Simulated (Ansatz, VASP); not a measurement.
# SnTe in VASP and in Ansatz

INCAR

```
SYSTEM = SnTe
  PREC = Accurate
  ENCUT = 500
  EDIFF = 1E-6
  ISMEAR = 0
  SIGMA = 0.03
  LREAL = .FALSE.
  LASPH = .TRUE.
  NELM = 120
  ALGO = Normal
  ISIF = 2
  LWAVE = .FALSE.
  LCHARG = .FALSE.
  GGA = PE
  NBANDS = 17
  GGA_COMPAT = .FALSE.
```

Contents of KPOINTS:

```
Automatic mesh
0
G
  10 10 10
  0 0 0
```

File POSCAR:

```
SnTe
1.0
    0.0000000000      3.5432298205      2.5050634831
    3.5432298205      0.0000000000      2.5050634831
    3.5432298205      3.5432298205      0.0000000000
Sn Te
1 1
Direct
    0.0000000000      0.0000000000      0.0000000000
    0.5000000000      0.5000000000      0.5000000000
```

Input for Ansatz:

```yaml
crystal:
  lattice:
    - [0.0, 3.5432298205, 2.5050634831]
    - [3.5432298205, 0.0, 2.5050634831]
    - [3.5432298205, 3.5432298205, 0.0]
  atoms:
    - { symbol: Sn, position: [0.0, 0.0, 0.0] }
    - { symbol: Te, position: [0.5, 0.5, 0.5] }
basis:
  ecutwfc: 420
kpoints:
  mp_grid: { grid: [10, 10, 10] }
hamiltonian:
  xc: pbe
scf:
  occupations: { method: gaussian, width: 0.03 }
output:
  forces: true
  stress: true
  eigenvalues: true
```

Alike in both runs: task single point; functional PBE; k mesh 10 × 10 × 10; occupations gaussian, width 0.03 eV; no spin polarisation.

|  | VASP | Ansatz |
| --- | --- | --- |
| version | VASP 6.6.1 | Ansatz 0.2.0 |
| potentials or method | VASP PAW PBE potentials, release 64 (Sn_d, Te), cutoff 500 eV | scalar-relativistic, plane waves, PAW |
| valence electrons in the cell | 20 | 30 |

```csv
,VASP,Ansatz,Ansatz less VASP
gap on the k mesh at the Fermi level (eV),none,none,-
pressure (GPa),16.9,17.0,+0.17
"traceless stress, the component that is largest in VASP (GPa)",37.12,37.38,+0.259
```

A gap of «none» marks a metal or a gap that the smearing closes. VASP's potentials hold 20 valence electrons a cell and Ansatz's 30, so a difference there can come from the potentials and not from the codes.

Neither program's run includes spin-orbit coupling.
